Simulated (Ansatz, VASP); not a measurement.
# SiTe in VASP and in Ansatz

The input INCAR:

```
PREC     = Accurate       # precision mode
ENCUT    = 520            # plane-wave cutoff, eV
EDIFF    = 1E-7           # SCF threshold, eV
ISMEAR   = 0              # smearing method
SIGMA    = 0.1            # smearing width, eV
LREAL    = F              # projectors in reciprocal space
LASPH    = T              # aspherical terms in the spheres
NELM     = 100            # most SCF steps
ALGO     = Normal         # electronic algorithm
ISIF     = 2              # what is computed and relaxed
LWAVE    = F              # write WAVECAR
LCHARG   = F              # write CHGCAR
GGA      = PE             # functional
NBANDS   = 18             # bands
```

Contents of KPOINTS:

```
Automatic mesh
0
Gamma
  6 6 4
```

Contents of POSCAR:

```
SiTe
1.0
    3.7090397400      0.0000000000      0.0000000000
   -1.8545198700      3.2121226400      0.0000000000
    0.0000000000      0.0000000000      6.1800852800
Si Te
2 2
Direct
    0.0000000000      0.0000000000      0.8025568000
    0.0000000000      0.0000000000      0.1974432000
    0.3333333300      0.6666666700      0.6146058900
    0.6666666700      0.3333333300      0.3853941100
```

Input for Ansatz:

```yaml
crystal:
  lattice:
    - [3.70903974, 0.0, 0.0]
    - [-1.85451987, 3.21212264, 0.0]
    - [0.0, 0.0, 6.18008528]
  atoms:
    - { symbol: Si, position: [0.0, 0.0, 0.8025568] }
    - { symbol: Si, position: [0.0, 0.0, 0.1974432] }
    - { symbol: Te, position: [0.33333333, 0.66666667, 0.61460589] }
    - { symbol: Te, position: [0.66666667, 0.33333333, 0.38539411] }
basis:
  ecutwfc: 420
kpoints:
  mp_grid: { grid: [6, 6, 4] }
hamiltonian:
  xc: pbe
scf:
  occupations: { method: gaussian, width: 0.1 }
  lower_state_search: "off"
output:
  forces: true
  stress: true
  eigenvalues: true
```

Alike in both runs: task single point; functional PBE; k mesh 6 × 6 × 4; occupations gaussian, width 0.1 eV; no spin polarisation.

```csv
,VASP,Ansatz
version,VASP 6.6.1,Ansatz 0.2.0
potentials or method,"VASP PAW PBE potentials, release 64 (Si, Te), cutoff 520 eV","scalar-relativistic, plane waves, PAW"
valence electrons in the cell,20,40
```

Ansatz gave:

- gap on the k mesh at the Fermi level (eV): none
- rms of the force components (eV/Å): 2.829

Task: Estimate VASP's values.

Result: gap on the k mesh at the Fermi level (eV): none; rms of the force components (eV/Å): 2.860.

Atom by atom the forces differ by 0.031 eV/Å (rms over components). A gap of «none» marks a metal or a gap that the smearing closes. VASP's potentials hold 20 valence electrons a cell and Ansatz's 40, so a difference there can come from the potentials and not from the codes.

Spin-orbit coupling is off throughout.
